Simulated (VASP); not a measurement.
**Se: single point with PBEsol**

The system is Se.

```
Se
1.0
    -3.02396    2.66241    1.42726
     2.66241   -3.02396    1.42726
     3.65851    3.65851   -2.08944
Se
2
Direct
  0.05642 0.94358 0.00000
  0.69358 0.30642 0.50000
```

- Program: VASP 6.6.1
- Task: single point
- Functional: PBEsol
- Potentials or basis: VASP PAW PBE potentials, release 64 (Se)
- Cutoff: 520 eV
- k mesh: 16 × 16 × 8
- Occupations: fermi-dirac, width 0.1 eV
- Spin: no spin polarisation

```json
{
 "Pressure": "-5.5 GPa",
 "Largest force": "0.473 eV/Å",
 "Band gap on the k mesh": "zero (bands 6 and 7 overlap by 3.56 eV)"
}
```

Forces on the atoms (eV/Å):
```
Se  -0.334  0.334  0.000
Se   0.334 -0.334  0.000
```

Stress tensor (GPa, compression positive):
```
-4.98 -2.82  0.05
-2.82 -4.98  0.05
 0.05  0.05 -6.61
```

Levels at points of the mesh, in eV from the Fermi level:
```
           k point  band 4  band 5  band 6  band 7  band 8  band 9
(0.00, 0.00, 0.00)   -2.02   -1.54    1.69    2.36    3.71    5.67
(0.50, 0.00, 0.00)   -4.70   -2.42   -2.38    2.07    2.08    5.48
(0.50, 0.50, 0.00)   -3.79   -1.92    0.65    1.46    3.82    8.12
(0.00, 0.00, 0.50)   -3.25    0.27    0.27    2.59    2.59    5.27
(0.50, 0.00, 0.50)   -4.23   -3.07   -0.97   -0.42    2.90    5.32
(0.50, 0.50, 0.50)   -4.86    1.05    1.05    2.47    2.47    8.08
```

It took 120 s on 1 thread of Intel(R) Xeon(R) 6975P-C (Granite Rapids) (shared host), peak memory 0.45 GiB.

Caveat: the cell stands under tension; the PAW data sets were made with another functional, which shifts forces and pressure a little.
